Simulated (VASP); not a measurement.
# MgO (P2/m) in VASP: a series of runs

The runs below take MgO through relaxation of cell and atoms, single point, with PBE.

Program: VASP 6.6.1. These are calculated values, not measurements. Logs are shortened: lines on timing, memory, paths and dates and some standing lists are left out, and cuts for length are marked.

## 1. The cell of the first run

Symmetry: P2/m, No. 10, monoclinic system. The conventional cell has a = 2.970 Å, b = 3.000 Å, c = 5.417 Å, α = 90.00°, β = 100.34°, γ = 90.00°. Mg (site symmetry 2/m) has 4 O at 2.01 to 2.04 Å within 2.7 Å. Within 2.7 Å of Mg (site symmetry 2/m) lie 4 O at 2.04 Å. Within 2.8 Å of O (site symmetry m) lie 4 Mg at 2.01 to 2.04 Å and 2 O at 2.75 to 2.77 Å.

## 2. Relaxation of cell and atoms, PBE (atoms taken out)

INCAR reads:

```
SYSTEM = MgO
  PREC = Accurate
  ENCUT = 600
  EDIFF = 1E-6
  ISMEAR = 0
  SIGMA = 0.1
  LREAL = .False.
  LASPH = .True.
  NELM = 60
  ALGO = Normal
  ISIF = 3
  LWAVE = .False.
  LCHARG = .False.
  GGA = PE
  IBRION = 2
  NSW = 90
  EDIFFG = -0.04
```

KPOINTS reads:

```
Automatic mesh
0
Gamma
  6 6 4
  0 0 0
```

POSCAR reads:

```
MgO
1.0
    2.9704472232      0.0000000000      0.0000000000
    0.0000000000      2.9996360308      0.0000000000
   -0.9722547827      0.0000000000      5.3288229656
Mg O
2 2
Direct
    0.0000000000      0.0000000000      0.0000000000
    0.5000000000      0.5000000000      0.5000000000
    0.4068506003      0.0000000000      0.7419257109
    0.5931493997      0.0000000000      0.2580742891
```

Potentials or basis: VASP PAW PBE potentials, release 64 (Mg, O).

Started as:

```bash
$ cat potpaw_PBE.64/Mg/POTCAR potpaw_PBE.64/O/POTCAR > POTCAR
$ mpirun -np 1 vasp_std > vasp.out
```

OUTCAR:

```text
SYSTEM = MgO
   PREC = Accurate
   ENCUT = 600
   EDIFF = 1E-6
   ISMEAR = 0
   LREAL = .False.
   LASPH = .True.
   NELM = 60
   ISIF = 3
   GGA = PE
   IBRION = 2
   NSW = 90
   EDIFFG = -0.04

 ion  position               nearest neighbor table
   1  0.000  0.000  0.000-   3 2.01   4 2.01   4 2.04   3 2.04   2 3.22   2 3.22   2 3.22   2 3.22
                             2 3.64   2 3.64   2 3.64   2 3.64
   2  0.500  0.500  0.500-   3 2.04   4 2.04   3 2.04   4 2.04   1 3.22   1 3.22   1 3.22   1 3.22
                             1 3.64   1 3.64   1 3.64   1 3.64
   3  0.407  0.000  0.742-   1 2.01   2 2.04   2 2.04   1 2.04
   4  0.593  0.000  0.258-   1 2.01   2 2.04   2 2.04   1 2.04

  LATTYP: Found a simple monoclinic cell.
 ALAT       =     2.9704472232
 B/A-ratio  =     1.0098264017
 C/A-ratio  =     1.8235610356
 COS(beta)  =    -0.1794890437

  Lattice vectors:

 A1 = (   2.9704472232,   0.0000000000,   0.0000000000)
 A2 = (   0.0000000000,   2.9996360308,   0.0000000000)
 A3 = (  -0.9722547827,   0.0000000000,   5.3288229656)

Analysis of symmetry for initial positions (statically):
=====================================================================
 Subroutine PRICEL returns:
 Original cell was already a primitive cell.

 Routine SETGRP: Setting up the symmetry group for a
 simple monoclinic supercell.

 Subroutine GETGRP returns: Found  4 space group operations
 (whereof  4 operations were pure point group operations)
 out of a pool of  4 trial point group operations.

The static configuration has the point symmetry C_2h.

Analysis of symmetry for dynamics (positions and initial velocities):
=====================================================================
 Subroutine PRICEL returns:
 Original cell was already a primitive cell.

 Routine SETGRP: Setting up the symmetry group for a
 simple monoclinic supercell.

 Subroutine GETGRP returns: Found  4 space group operations
 (whereof  4 operations were pure point group operations)
 out of a pool of  4 trial point group operations.

The dynamic configuration has the point symmetry C_2h.

 Subroutine INISYM returns: Found  4 space group operations
 (whereof  4 operations are pure point group operations),
 and found     1 'primitive' translations

----------------------------------------------------------------------------------------

                                     Primitive cell

  volume of cell :      47.4812

  direct lattice vectors                    reciprocal lattice vectors
     2.970447223  0.000000000  0.000000000     0.336649644  0.000000000  0.061422425
     0.000000000  2.999636031  0.000000000     0.000000000  0.333373779  0.000000000
    -0.972254783  0.000000000  5.328822966     0.000000000  0.000000000  0.187658702

  length of vectors
     2.970447223  2.999636031  5.416791814     0.342207097  0.333373779  0.187658702

  position of ions in fractional coordinates (direct lattice)
     0.000000000  0.000000000  0.000000000
     0.500000000  0.500000000  0.500000000
     0.406850600  0.000000000  0.741925711
     0.593149400  0.000000000  0.258074289

  ion indices of the primitive-cell ions
   primitive index   ion index
                 1           1
                 2           2
                 3           3
                 4           4

----------------------------------------------------------------------------------------

 KPOINTS: Automatic mesh

Automatic generation of k-mesh.
 Grid dimensions read from file:
 generate k-points for:    6    6    4

 Generating k-lattice:

  Cartesian coordinates                     Fractional coordinates (reciprocal lattice)
     0.056108274  0.000000000  0.010237071     0.166666667  0.000000000  0.000000000
     0.000000000  0.055562297  0.000000000     0.000000000  0.166666667  0.000000000
     0.000000000  0.000000000  0.046914675     0.000000000  0.000000000  0.250000000

  Length of vectors
     0.057034516  0.055562297  0.046914675

  Shift w.r.t. Gamma in fractional coordinates (k-lattice)
     0.000000000  0.000000000  0.000000000

 Subroutine IBZKPT returns following result:
 ===========================================

 Found     56 irreducible k-points:

 Following reciprocal coordinates:
            Coordinates               Weight
  0.000000  0.000000  0.000000      1.000000
  0.166667  0.000000 -0.000000      2.000000
  0.333333  0.000000  0.000000      2.000000
  0.500000  0.000000 -0.000000      1.000000
  0.000000  0.166667  0.000000      2.000000
  0.166667  0.166667 -0.000000      4.000000
[... 16 lines left out ...]
  0.000000  0.166667  0.250000      4.000000
  0.166667  0.166667  0.250000      4.000000
 [... further k-points ...]
   k-points           NKPTS =     56   k-points in BZ     NKDIM =     56   number of bands    NBANDS=     12
   number of dos      NEDOS =    301   number of ions     NIONS =      4
   total plane-waves  NPLWV =  27648
   dimension x,y,z NGX =    24 NGY =   24 NGZ =   48
   dimension x,y,z NGXF=    48 NGYF=   48 NGZF=   96
   ions per type =               2   2
   NGX,Y,Z   is equivalent  to a cutoff of  13.43, 13.30, 14.73 a.u.
   NGXF,Y,Z  is equivalent  to a cutoff of  26.86, 26.60, 29.46 a.u.
 SYSTEM =  MgO
   PREC   = accura    normal or accurate (medium, high low for compatibility)
   ISTART =      0    job   : 0-new  1-cont  2-samecut
   ICHARG =      2    charge: 1-file 2-atom 10-const
   ISPIN  =      1    spin polarized calculation?
   LNONCOLLINEAR =      F non collinear calculations
   LSORBIT =      F    spin-orbit coupling
   LASPH  =      T    aspherical Exc in radial PAW
   ENCUT  =  600.0 eV  44.10 Ry    6.64 a.u.   5.93  5.99 10.82*2*pi/ulx,y,z
   NELM   =     60;   NELMIN=  2; NELMDL= -5     # of ELM steps
   EDIFF  = 0.1E-05   stopping-criterion for ELM
   LREAL  =      F    real-space projection
   EDIFFG = -.4E-01   stopping-criterion for IOM
   NSW    =     90    number of steps for IOM
   IBRION =      2    ionic relax: 0-MD 1-quasi-New 2-CG
   NFREE  =      1    steps in history (QN), initial steepest desc. (CG)
   ISIF   =      3    stress and relaxation
   ISYM   =      2    0-nonsym 1-usesym 2-fastsym
   POTIM  = 0.5000    time-step for ionic-motion
   TEBEG  =    0.0;   TEEND  =   0.0 temperature during run
   PSTRESS=    0.0 pullay stress
   NELECT =      16.0000    total number of electrons
   NUPDOWN=      -1.0000    fix difference up-down
   EMIN   =  10.00;   EMAX   =-10.00  energy-range for DOS
   EFERMI =   0.00;   METHOD = LEGACY
   ISMEAR =     0;   SIGMA  =   0.10  broadening in eV -4-tet -1-fermi 0-gaus
   EFERMI_NEDOS =   21; number of points for ismear=-14 and -15
   IALGO  =     38    algorithm
   IMIX   =      4    mixing-type and parameters
     AMIX     =   0.40;   BMIX     =  1.00
     AMIX_MAG =   1.60;   BMIX_MAG =  1.00
  volume/ion in A,a.u.               =      11.87        80.10
  Fermi-wavevector in a.u.,A,eV,Ry     =   1.139220  2.152814 17.657943  1.297822
  Thomas-Fermi vector in A             =   2.275924
   LORBIT       =      0    0 simple, 1 ext, 2 COOP (PROOUT), +10 PAW based schemes
   GGA     = PE    functional components
   LHFCALC =     F    Hartree Fock is set to
   AEXX    =    0.0000 exact exchange contribution
   IVDW    =     0    specifies the selected vdW correction
   LEPSILON=     F    determine dielectric tensor
   LRPA    =     F    only Hartree local field effects (RPA)
 conjugate gradient relaxation of ions
 non-spin polarized calculation
 Gauss-broadening in eV      SIGMA  =   0.10
  energy-cutoff  :      600.00
  volume of cell :       47.48
 maximum number of plane-waves:      1612
   NGX = 11   NGY = 11   NGZ = 21

--------------------------------------- Ionic step        1  -------------------------------------------

 number of electron      16.0000003 magnetization

 Free energy of the ion-electron system (eV)
  ---------------------------------------------------
  ext. energy  EPLUGINS =         0.00000000
  ---------------------------------------------------
  free energy    TOTEN  =       -21.84819072 eV

  energy without entropy =      -21.84819072  energy(sigma->0) =      -21.84819072

------------------------ aborting loop because EDIFF is reached ----------------------------------------

  FORCE on cell =-STRESS in cart. coord.  units (eV):
  Direction    XX          YY          ZZ          XY          YZ          ZX
  --------------------------------------------------------------------------------------
  -------------------------------------------------------------------------------------
  Total       -0.1886579     -0.1260139     -0.1362984      0.0000000      0.0000000      0.0128852
  in kB       -6.3659602     -4.2521382     -4.5991723      0.0000000      0.0000000      0.4347920
  external PRESSURE =      -5.0724236 kB  Pullay stress =       0.0000000 kB

 VOLUME and BASIS-vectors are now :
 -----------------------------------------------------------------------------
  energy-cutoff  :      600.00
  volume of cell :       47.48
      direct lattice vectors                 reciprocal lattice vectors
     2.970447223  0.000000000  0.000000000     0.336649644  0.000000000  0.061422425
     0.000000000  2.999636031  0.000000000     0.000000000  0.333373779  0.000000000
    -0.972254783  0.000000000  5.328822966     0.000000000  0.000000000  0.187658702

 POSITION                                       TOTAL-FORCE (eV/Angst)
 -----------------------------------------------------------------------------------
      0.00000      0.00000      0.00000         0.000000      0.000000      0.000000
      0.99910      1.49982      2.66441         0.000000      0.000000      0.000000
      0.48719      0.00000      3.95359         0.000897      0.000000     -0.009307
      1.51101      0.00000      1.37523        -0.000897      0.000000      0.009307
 -----------------------------------------------------------------------------------
    total drift:                               -0.000000      0.000000     -0.000000

  FREE ENERGIE OF THE ION-ELECTRON SYSTEM (eV)
  ---------------------------------------------------
  free  energy   TOTEN  =       -21.8481907162 eV

  energy  without entropy=      -21.8481907162  energy(sigma->0) =      -21.84819072

--------------------------------------- Ionic step        2  -------------------------------------------

 number of electron      16.0000002 magnetization

 Free energy of the ion-electron system (eV)
  ---------------------------------------------------
  ext. energy  EPLUGINS =         0.00000000
  ---------------------------------------------------
  free energy    TOTEN  =       -21.84854660 eV

  energy without entropy =      -21.84854660  energy(sigma->0) =      -21.84854660

 E-fermi :   2.4892     XC(G=0):  -9.8526

 val. band max:        1.9993548661   @ k =   0.0000   0.5000   0.0000
 cond. band min:       3.5137758215   @ k =   0.0000   0.0000   0.0000
 fundamental gap:      1.5144209553
 Fermi energy:         2.4892040359

 k-point     1 :       0.0000    0.0000    0.0000
  band No.  band energies     occupation
      1     -14.7640      2.00000
      2     -13.8204      2.00000
      3      -2.3359      2.00000
      4       1.2194      2.00000
      5       1.3878      2.00000
      6       1.4990      2.00000
      7       1.6098      2.00000
      8       1.8747      2.00000
      9       3.5138      0.00000
     10       8.6016      0.00000
     11       9.3169      0.00000
     12      14.9429      0.00000
[... 331 lines left out ...]
 k-point    24 :       0.1667    0.1667    0.2500
  band No.  band energies     occupation
      1     -14.3657      2.00000
      2     -13.8561      2.00000
      3      -1.4121      2.00000
      4      -0.2091      2.00000
      5       0.6581      2.00000
      6       0.8173      2.00000
      7       0.9979      2.00000
      8       1.3028      2.00000
      9       6.1000      0.00000
     10       7.7051      0.00000
     11      11.3797      0.00000
     12      14.4989      0.00000

 [... further k-points ...]

------------------------ aborting loop because EDIFF is reached ----------------------------------------

  FORCE on cell =-STRESS in cart. coord.  units (eV):
  Direction    XX          YY          ZZ          XY          YZ          ZX
  --------------------------------------------------------------------------------------
  -------------------------------------------------------------------------------------
  Total        0.0198401     -0.0007307      0.0806005      0.0000000      0.0000000     -0.0380629
  in kB        0.6731266     -0.0247924      2.7345828      0.0000000      0.0000000     -1.2913832
  external PRESSURE =       1.1276390 kB  Pullay stress =       0.0000000 kB

 VOLUME and BASIS-vectors are now :
 -----------------------------------------------------------------------------
  energy-cutoff  :      600.00
  volume of cell :       47.22
      direct lattice vectors                 reciprocal lattice vectors
     2.963688447  0.000000000  0.000461621     0.337407808  0.000000000  0.061471039
     0.000000000  2.995077150  0.000000000     0.000000000  0.333881216  0.000000000
    -0.969214448  0.000000000  5.319912091    -0.000029278  0.000000000  0.187967697

 POSITION                                       TOTAL-FORCE (eV/Angst)
 -----------------------------------------------------------------------------------
      0.00000      0.00000      0.00000        -0.000000     -0.000000      0.000000
      0.99724      1.49754      2.66019         0.000000     -0.000000      0.000000
      0.48674      0.00000      3.94672        -0.010687      0.000000     -0.006467
      1.50774      0.00000      1.37365         0.010687     -0.000000      0.006467
 -----------------------------------------------------------------------------------
    total drift:                               -0.000000      0.000000      0.000000

  FREE ENERGIE OF THE ION-ELECTRON SYSTEM (eV)
  ---------------------------------------------------
  free  energy   TOTEN  =       -21.8485466024 eV

  energy  without entropy=      -21.8485466024  energy(sigma->0) =      -21.84854660

 reached required accuracy - stopping structural energy minimisation
```

Run time: 26 s. Hardware: 1 thread of Intel Xeon Platinum 8488C (Sapphire Rapids), shared host; peak memory 0.19 GiB.

What came out:

| Property | Result |
| --- | --- |
| Free energy | -21.8485 eV |
| Relaxed volume | 11.81 Å³/atom |
| Relaxed cell | a = 2.964 Å, b = 2.995 Å, c = 5.407 Å, α = 90.00°, β = 100.32°, γ = 90.00° |
| Space group after relaxing (to 0.1 Å) | P2/m (No. 10) |
| Energy gained by relaxing | 0.1 meV/atom |
| Ionic steps | 2 |
| Pressure after relaxing | 0.1 GPa |
| Largest force after relaxing | 0.012 eV/Å |
| Band gap on the k mesh | 1.51 eV (least direct gap 1.64 eV) |

Forces in eV/Å, atoms in the order of the input:
```
Mg   0.000  0.000  0.000
Mg   0.000  0.000  0.000
O   -0.011  0.000 -0.006
O    0.011  0.000  0.006
```

Step by step:
```csv
step,energy change (eV),largest force (eV/Å),pressure (GPa),volume (Å³)
1,0.0000,0.0094,-0.51,47.48
2,-0.0004,0.0125,0.11,47.22
```

Final structure:
```xyz
4
Lattice="2.9637 0.0000 0.0005 0.0000 2.9951 0.0000 -0.9692 0.0000 5.3199" Properties=species:S:1:pos:R:3 pbc="T T T"
Mg    0.0000    0.0000    0.0000
Mg    0.9972    1.4975    2.6602
O     0.4867    0.0000    3.9467
O     1.5077    0.0000    1.3737
```

Caveat: the cell differs from its parent crystal (atoms taken out). A k mesh can miss the band edges.

## 3. Single point, PBE (atoms taken out)

INCAR reads:

```
SYSTEM = MgO
PREC = Accurate
ENCUT = 520
EDIFF = 1E-6
ISMEAR = 0
SIGMA = 0.02
LREAL = .False.
LASPH = .True.
NELM = 100
ALGO = Normal
ISIF = 2
LWAVE = .False.
LCHARG = .False.
GGA = PE
NBANDS = 16
```

KPOINTS reads:

```
regular mesh
0
Gamma
  10 10 6
  0 0 0
```

POSCAR reads:

```
MgO
1.0
    2.9685845495      0.0000000000     -0.0001454419
    0.0000000000      3.0001503625      0.0000000000
   -0.9719060274      0.0000000000      5.3313576436
Mg O
2 2
Direct
    0.0000000000      0.0000000000      0.0000000000
    0.5000000000      0.5000000000      0.5000000000
    0.4067447777      0.0000000000      0.7418237113
    0.5932552223      0.0000000000      0.2581762887
```

Potentials or basis: VASP PAW PBE potentials, release 64 (Mg, O).

Started as:

```bash
$ cat potpaw_PBE.64/Mg/POTCAR potpaw_PBE.64/O/POTCAR > POTCAR
$ mpirun -np 1 vasp_std > vasp.out
```

It took 59 s on 1 thread of Intel Xeon Platinum 8488C (Sapphire Rapids), shared host; peak memory 0.25 GiB.

The run converged. Its results:

- Free energy: -21.8445 eV
- Pressure: -0.4 GPa
- Band gap on the k mesh: 1.50 eV (least direct gap 1.62 eV)

Stress tensor (GPa, compression positive):
```
-0.35  0.00  0.01
 0.00 -0.35  0.00
 0.01  0.00 -0.43
```

Levels at points of the mesh, in eV from the valence-band top:
```tsv
k point	band 4	band 5	band 6	band 7	band 8	band 9	band 10	band 11	band 12	band 13
(0.00, 0.00, 0.00)	-0.77	-0.60	-0.49	-0.38	-0.13	1.50	6.58	7.29	12.91	13.35
(0.50, 0.00, 0.00)	-3.56	-2.33	-0.47	-0.39	-0.15	5.60	6.61	7.91	10.40	13.02
(0.00, 0.50, 0.00)	-3.32	-2.59	-0.28	-0.24	0.00	4.79	6.58	8.35	10.39	12.05
(0.50, 0.50, 0.00)	-2.84	-2.82	-1.99	-1.65	-0.27	3.59	7.35	8.43	9.48	11.20
(0.00, 0.00, 0.50)	-2.56	-0.69	-0.62	-0.55	-0.39	3.17	3.91	10.21	11.79	14.24
(0.50, 0.00, 0.50)	-3.55	-1.95	-1.36	-0.40	-0.14	5.71	6.32	9.21	10.19	12.82
(0.00, 0.50, 0.50)	-3.51	-1.90	-1.80	-0.29	-0.19	5.26	6.63	9.99	10.38	12.20
(0.50, 0.50, 0.50)	-2.58	-2.57	-2.28	-1.56	-0.91	4.24	5.05	9.83	11.42	12.36
```

Caveat: the cell differs from its parent crystal (atoms taken out).
